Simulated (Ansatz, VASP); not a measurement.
Cu: VASP beside Ansatz

POSCAR

```
Cu
1.0
    0.0000000000      1.8075000000      1.8075000000
    1.8075000000      0.0000000000      1.8075000000
    1.8075000000      1.8075000000      0.0000000000
Cu
1
Direct
    0.0000000000      0.0000000000      0.0000000000
```

The input INCAR.step1:

```
ALGO = Normal
EDIFF = 1E-5
ENCUT = 660
GGA = PE
GGA_COMPAT = False
ISMEAR = -1
LASPH = True
LCHARG = False
LREAL = False
LWAVE = True
NBANDS = 12
NELM = 120
PREC = Accurate
SIGMA = 0.1
```

The input INCAR.step2:

```
ALGO = Normal
EDIFF = 1E-6
ENCUT = 660
GGA_COMPAT = False
ISIF = 2
ISMEAR = -1
ISTART = 1
LASPH = True
LCHARG = False
LMIXTAU = True
LREAL = False
LWAVE = False
METAGGA = R2SCAN
NBANDS = 12
NELM = 120
PREC = Accurate
SIGMA = 0.1
```

KPOINTS

```
k-points
0
Gamma
  10 10 10
```

Input for Ansatz:

```yaml
crystal:
  lattice:
    - [0.0, 1.8075, 1.8075]
    - [1.8075, 0.0, 1.8075]
    - [1.8075, 1.8075, 0.0]
  atoms:
    - { symbol: Cu, position: [0.0, 0.0, 0.0] }
kpoints:
  mp_grid:
    grid: [10, 10, 10]
    shift: [0.0, 0.0, 0.0]
hamiltonian:
  xc: r2scan
scf:
  convergence:
    dr2_threshold: 1.0e-08
  occupations:
    method: fermi_dirac
    width: 0.1
output:
  stress: true
```

Alike in both runs: task single point; functional r2SCAN; k mesh 10 × 10 × 10; occupations fermi-dirac, width 0.1 eV; no spin polarisation.

|  | VASP | Ansatz |
| --- | --- | --- |
| version | VASP 6.6.1 | Ansatz 0.2.0 |
| potentials or method | VASP PAW PBE potentials, release 64 (Cu) | plane waves, PAW |
| plane-wave cutoff (eV) | 660 | 500 |
| valence electrons in the cell | 11 | 19 |

Ansatz gave:

```
pressure (GPa) : -4.7
```

Task: Which values does VASP return?

Result: Pressure (GPa): -4.3.

VASP's potentials were made for PBE, not for r2SCAN. VASP's potentials hold 11 valence electrons a cell and Ansatz's 19, so a difference there can come from the potentials and not from the codes. Ansatz's warnings: stress scf threshold loose.
